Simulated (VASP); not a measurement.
Mg:

```
CELL_PARAMETERS angstrom
3.20930 0.00000 0.00000
-1.60465 2.77934 0.00000
0.00000 0.00000 5.21030
ATOMIC_POSITIONS crystal
Mg 0.33333 0.66667 0.25000
Mg 0.66667 0.33333 0.75000
```

```yaml
Program: VASP 6.6.1
Task: relaxation of cell and atoms
Functional: PBEsol
Potentials_or_basis: VASP PAW PBE potentials, release 64 (Mg)
Cutoff: 600 eV
k_mesh: 8 × 8 × 5
Occupations: fermi-dirac, width 0.05 eV
Spin: no spin polarisation
```

At the start: pressure -1.1 GPa; volume 23.24 Å³/atom.

**Question.** How do energy, volume and symmetry change on relaxing?

**Answer.** Over 3 steps the energy falls by 2.7 meV/atom and the volume is 22.51 Å³/atom (-3.1 %); space group P6_3/mmc (No. 194, to 0.05 Å).

The path:
| step | energy change (eV) | largest force (eV/Å) | pressure (GPa) | volume (Å³) |
| --- | --- | --- | --- | --- |
| 1 | 0.0000 | 0.0000 | -1.13 | 46.47 |
| 2 | -0.0051 | 0.0000 | -0.30 | 45.38 |
| 3 | -0.0054 | 0.0000 | 0.00 | 45.02 |

Final structure:
```
Mg
1.0
     3.17233    0.00000    0.00000
    -1.58616    2.74731    0.00000
     0.00000    0.00000    5.16542
Mg
2
Direct
  0.33333 0.66667 0.25000
  0.66667 0.33333 0.75000
```

Caveat: the PAW data sets were made with another functional, which shifts forces and pressure a little.
